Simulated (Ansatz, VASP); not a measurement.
## MoW2C4 in VASP and in Ansatz

```xyz
7
Lattice="0.0000 -0.0002 4.2815 4.2913 -0.0011 0.0000 -0.0011 4.2913 -0.0002" Properties=species:S:1:pos:R:3 pbc="T T T"
Mo    2.1446    2.1437   -0.0001
W    -0.0005    2.1444    2.1406
W     2.1441    4.2908    2.1405
C     4.2911    2.1451   -0.0001
C     2.1458    0.0005    0.0000
C     4.2915   -0.0007    2.1407
C     2.1454    2.1453    2.1407
```

Change from the starting cell: cell x1, atoms moved at random (sigma 0.1 Å) and cell strained at random (1.5 %), then relaxed without symmetry.

Alike in both runs: functional PBE; k mesh 6 × 6 × 6; occupations gaussian, width 0.2 eV; no spin polarisation.

Ansatz relaxed the structure, and its values are those at the end. VASP's run is a single point on that final structure, the one shown.

|  | VASP | Ansatz |
| --- | --- | --- |
| version | VASP 6.6.1 | Ansatz 0.2.0 |
| potentials or method | VASP PAW PBE potentials, release 64 (Mo_sv, W_sv, C), cutoff 520 eV | scalar-relativistic, plane waves, PAW |
| valence electrons in the cell | 58 | 58 |

```csv
,VASP,Ansatz,Ansatz less VASP
gap on the k mesh at the Fermi level (eV),none,none,-
pressure (GPa),0.7,0.1,-0.57
```

A gap of «none» marks a metal or a gap that the smearing closes. The functional is the same, so the differences come from potentials, cutoffs and numerics.

Neither program's run includes spin-orbit coupling.
